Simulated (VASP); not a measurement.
Set up this calculation in VASP 6.6.1, as the native input.

```
Task                   : single point
Functional             : LDA
Potentials or basis    : VASP PAW LDA potentials, release 64 (K_sv, Cl)
Cutoff                 : 520 eV
k mesh                 : 6 × 6 × 6
Occupations            : gaussian, width 0.05 eV
Spin                   : no spin polarisation
Dipole correction      : no
Further INCAR settings : ALGO = Normal; EDIFF = 1e-06; NBANDS = 15
```

The structure of KCl lies in POSCAR:

```
KCl
1.0
    3.7432161000      0.0000000000      0.0000000000
    0.0000000000      3.7432161000      0.0000000000
    0.0000000000      0.0000000000      3.9351759000
K Cl
1 1
Direct
    0.0000000000      0.0000000000      0.0000000000
    0.5000000000      0.5000000000      0.5000000000
```

This cell differs from its parent crystal: strain -0.025 along x and y, +0.025 along z.

These files were run (other wordings do the same):

INCAR

```
SYSTEM = KCl
PREC     = Accurate       ! precision mode
ENCUT    = 520            ! plane-wave cutoff, eV
EDIFF    = 1E-6           ! SCF threshold, eV
ISMEAR   = 0              ! smearing method
SIGMA    = 0.05           ! smearing width, eV
LREAL    = .FALSE.        ! projectors in reciprocal space
LASPH    = .TRUE.         ! aspherical terms in the spheres
NELM     = 80             ! most SCF steps
ALGO     = Normal         ! electronic algorithm
ISIF     = 2              ! what is computed and relaxed
LWAVE    = .FALSE.        ! write WAVECAR
LCHARG   = .FALSE.        ! write CHGCAR
GGA      = CA             ! functional
NBANDS   = 15             ! bands
```

KPOINTS

```
regular mesh
0
G
  6 6 6
  0 0 0
```

Potentials or basis: VASP PAW LDA potentials, release 64 (K_sv, Cl).

Run with:

```bash
$ cat potpaw_LDA.64/K_sv/POTCAR potpaw_LDA.64/Cl/POTCAR > POTCAR
$ mpirun -np 1 vasp_std > vasp.out
```

It gave:

- Pressure: -2.8 GPa
- Band gap on the k mesh: 4.36 eV (least direct gap 4.56 eV)

Caveat: the cell differs from its parent crystal (strain -0.025 along x and y, +0.025 along z).

Run time: 46 s on 1 thread of Intel Xeon 8259CL, with other jobs on the host, peak memory 0.16 GiB.
